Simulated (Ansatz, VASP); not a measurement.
**Al: VASP beside Ansatz**

```xyz
4
Lattice="2.4837 -1.4307 0.0473 2.4837 1.4307 0.0473 -1.8210 0.0000 9.2996" Properties=species:S:1:pos:R:3 pbc="T T T"
Al    0.8064    0.0000    1.1707
Al    2.3400    0.0000    8.2234
Al    0.7266    0.0000    5.8606
Al    2.4198    0.0000    3.5336
```

Alike in both runs: functional PBE; k mesh 18 × 18 × 6; occupations gaussian, width 0.1 eV; no spin polarisation.

Ansatz relaxed the structure, and its values are those at the end. VASP's run is a single point on that final structure, the one shown.

|  | VASP | Ansatz |
| --- | --- | --- |
| version | VASP 6.6.1 | Ansatz 0.2.0 |
| potentials or method | VASP PAW PBE potentials, release 64 (Al), cutoff 520 eV | scalar-relativistic, plane waves, PAW |
| valence electrons in the cell | 12 | 12 |

```csv
,VASP,Ansatz,Ansatz less VASP
gap on the k mesh at the Fermi level (eV),none,none,-
pressure (GPa),0.0,0.0,+0.04
```

A gap of «none» marks a metal or a gap that the smearing closes.
